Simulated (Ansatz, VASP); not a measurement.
Two plane-wave programs on C

File INCAR:

```
SYSTEM = C
ALGO = Normal ; EDIFF = 1E-7
ENCUT = 520 ; ISIF = 2
ISMEAR = 0 ; LASPH = .TRUE.
LCHARG = .FALSE. ; LREAL = .FALSE.
LWAVE = .FALSE. ; NBANDS = 36
NELM = 60 ; PREC = Accurate
SIGMA = 0.05
```

The input KPOINTS:

```
k-points
0
G
  12 12 2
  0 0 0
```

File POSCAR:

```
C
1.0
    2.6084000000      0.0000000000      0.0000000000
   -1.3042000000      2.2589406632      0.0000000000
    0.0000000000      0.0000000000     11.6772000000
C
12
Direct
    0.0000000000      0.0000000000      0.1868599868
    0.0000000000      0.0000000000      0.6868599868
    0.0000000000      0.0000000000      0.3131400132
    0.0000000000      0.0000000000      0.8131400132
    0.3333333333      0.6666666667      0.5207718743
    0.6666666667      0.3333333333      0.0207718743
    0.3333333333      0.6666666667      0.9792281257
    0.6666666667      0.3333333333      0.4792281257
    0.3333333333      0.6666666667      0.6450609412
    0.6666666667      0.3333333333      0.1450609412
    0.3333333333      0.6666666667      0.8549390588
    0.6666666667      0.3333333333      0.3549390588
```

Input for Ansatz:

```yaml
crystal:
  lattice:
    - [2.6084, 0.0, 0.0]
    - [-1.3042, 2.2589406632, 0.0]
    - [0.0, 0.0, 11.6772]
  atoms:
    - { symbol: C, position: [0.0, 0.0, 0.1868599868] }
    - { symbol: C, position: [0.0, 0.0, 0.6868599868] }
    - { symbol: C, position: [0.0, 0.0, 0.3131400132] }
    - { symbol: C, position: [0.0, 0.0, 0.8131400132] }
    - { symbol: C, position: [0.3333333333, 0.6666666667, 0.5207718743] }
    - { symbol: C, position: [0.6666666667, 0.3333333333, 0.0207718743] }
    - { symbol: C, position: [0.3333333333, 0.6666666667, 0.9792281257] }
    - { symbol: C, position: [0.6666666667, 0.3333333333, 0.4792281257] }
    - { symbol: C, position: [0.3333333333, 0.6666666667, 0.6450609412] }
    - { symbol: C, position: [0.6666666667, 0.3333333333, 0.1450609412] }
    - { symbol: C, position: [0.3333333333, 0.6666666667, 0.8549390588] }
    - { symbol: C, position: [0.6666666667, 0.3333333333, 0.3549390588] }
basis:
  ecutwfc: 520.0
kpoints:
  mp_grid: { grid: [12, 12, 2] }
hamiltonian:
  xc: lda
  pseudopotentials: { kind: paw, azcp: { folder: soft_1 } }
scf:
  occupations: { method: gaussian, width: 0.05 }
output:
  forces: true
  stress: true
  eigenvalues: true
```

Alike in both runs: task single point; functional LDA; k mesh 12 × 12 × 2; occupations gaussian, width 0.05 eV; no spin polarisation.

|  | VASP | Ansatz |
| --- | --- | --- |
| version | VASP 6.6.1 | Ansatz 0.2.0 |
| potentials or method | VASP PAW LDA potentials, release 64 (C), cutoff 520 eV | scalar-relativistic, plane waves, PAW |
| valence electrons in the cell | 48 | 48 |

|  | VASP | Ansatz | Ansatz less VASP |
| --- | --- | --- | --- |
| gap on the k mesh at the Fermi level (eV) | 3.18 | 3.19 | +0.013 |
| least direct gap on the mesh (eV) | 4.16 | 4.16 | +0.004 |
| pressure (GPa) | -10.1 | -11.6 | -1.49 |
| traceless stress, the component that is largest in VASP (GPa) | 79.37 | 78.97 | -0.400 |
| rms of the force components (eV/Å) | 0.439 | 0.421 | -0.0183 |

Ansatz warns that its potentials were made for another functional, while VASP's fit it. LDA's correlation is that of Perdew and Zunger in VASP and of Perdew and Wang (1992) in Ansatz. Atom by atom the forces differ by 0.019 eV/Å (rms over components).
